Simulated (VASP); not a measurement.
A run of VASP 6.6.1:

File INCAR:

```
PREC = Accurate
ENCUT = 520
EDIFF = 1E-6
ISMEAR = 0
SIGMA = 0.05
LREAL = False
LASPH = True
NELM = 60
ALGO = Normal
ISIF = 2
LWAVE = False
LCHARG = False
GGA = PS
NBANDS = 28
```

KPOINTS

```
regular mesh
0
Gamma
  8 8 8
```

The input POSCAR:

```
SrTiO3
1.0
    4.0078537395      0.0000000000      0.0000000000
    0.0000000000      4.0078537395      0.0000000000
    0.0000000000      0.0000000000      3.8327533334
Sr Ti O
1 1 3
Direct
    0.0000000000      0.0000000000      0.0000000000
    0.5000000000      0.5000000000      0.5000000000
    0.0000000000      0.5000000000      0.5000000000
    0.5000000000      0.0000000000      0.5000000000
    0.5000000000      0.5000000000      0.0000000000
```

Potentials or basis: VASP PAW PBE potentials, release 64 (Sr_sv, Ti_sv, O).

The run is started by

```console
$ cat potpaw_PBE.64/Sr_sv/POTCAR potpaw_PBE.64/Ti_sv/POTCAR potpaw_PBE.64/O/POTCAR > POTCAR
$ mpirun -np 1 vasp_std > vasp.out
```

Hardware: 1 thread of Intel(R) Xeon(R) Platinum 8488C (Sapphire Rapids) (shared host).

Q: Estimate the wall time of this run.

A: It took 2.3 min on 1 thread of Intel(R) Xeon(R) Platinum 8488C (Sapphire Rapids), on a shared host, peak memory 0.26 GiB. Counts: scf iterations 16, k points 75.
